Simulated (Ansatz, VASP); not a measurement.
Two plane-wave programs on Ag

File INCAR:

```
ALGO = Normal ; EDIFF = 1E-6
ENCUT = 520 ; GGA = CA
ISIF = 2 ; ISMEAR = 0
LASPH = True ; LCHARG = False
LREAL = False ; LWAVE = False
NBANDS = 12 ; NELM = 100
PREC = Accurate ; SIGMA = 0.05
```

Contents of KPOINTS:

```
k-points
0
Gamma
  18 18 18
```

File POSCAR:

```
Ag
1.0
    0.0000000000      2.0450000000      2.0450000000
    2.0450000000      0.0000000000      2.0450000000
    2.0450000000      2.0450000000      0.0000000000
Ag
1
Direct
    0.0000000000      0.0000000000      0.0000000000
```

Input for Ansatz:

```yaml
crystal:
  lattice:
    - [0.0, 2.045, 2.045]
    - [2.045, 0.0, 2.045]
    - [2.045, 2.045, 0.0]
  atoms:
    - { symbol: Ag, position: [0.0, 0.0, 0.0] }
basis:
  ecutwfc: 420
  ecutrho_ratio: 4
kpoints:
  mp_grid: { grid: [18, 18, 18] }
hamiltonian:
  xc: lda
scf:
  occupations: { method: gaussian, width: 0.05 }
output:
  forces: true
  stress: true
  eigenvalues: true
```

Alike in both runs: task single point; functional LDA; k mesh 18 × 18 × 18; occupations gaussian, width 0.05 eV; no spin polarisation.

|  | VASP | Ansatz |
| --- | --- | --- |
| version | VASP 6.6.1 | Ansatz 0.2.0 |
| potentials or method | VASP PAW LDA potentials, release 64 (Ag), cutoff 520 eV | scalar-relativistic, plane waves, PAW |
| valence electrons in the cell | 11 | 19 |

Ansatz gave:

- pressure (GPa): -7.6

Q: Which values does VASP return?

A: Pressure (GPa): -7.4.

LDA's correlation is that of Perdew and Zunger in VASP and of Perdew and Wang (1992) in Ansatz. VASP's potentials hold 11 valence electrons a cell and Ansatz's 19, so a difference there can come from the potentials and not from the codes.
